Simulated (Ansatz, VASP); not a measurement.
## One calculation of AlN, two programs

```xyz
4
Lattice="3.1130 0.0000 0.0000 -1.5565 2.6959 0.0000 0.0000 0.0000 4.9810" Properties=species:S:1:pos:R:3 pbc="T T T"
Al    1.5565    0.8986    2.4905
Al    0.0000    1.7973    0.0000
N     1.5565    0.8986    4.3833
N     0.0000    1.7973    1.8928
```

Alike in both runs: functional PBEsol-based screened hybrid with a share of 0.25 of exact exchange and HFSCREEN = 0.207; k mesh 6 × 6 × 3; occupations fermi-dirac, width 0.05 eV; no spin polarisation.

|  | VASP | Ansatz |
| --- | --- | --- |
| version | VASP 6.6.1 | Ansatz 0.2.0 |
| potentials or method | VASP PAW PBE potentials, release 64 (Al, N) | Ansatz PAW |
| plane-wave cutoff (eV) | 520 | 420 |
| valence electrons in the cell | 16 | 16 |
| task | single point | band structure |

```tsv
	VASP	Ansatz	Ansatz less VASP
gap on the k mesh at the Fermi level (eV)	5.53	5.53	+0.002
least direct gap on the mesh (eV)	5.53	5.53	+0.002
pressure (GPa)	-3.9	-4.0	-0.15
traceless stress, the component that is largest in VASP (GPa)	1.04	0.97	-0.071
rms of the force components (eV/Å)	0.074	0.074	+0.0004
```

VASP's potentials were made for PBE, not for PBEsol-based screened hybrid. Atom by atom the forces differ by 0.000 eV/Å (rms over components). With one functional, cell and mesh, what is left measures potentials, basis and numerics.

The k mesh is coarse, so the values compare programs but aren't converged.
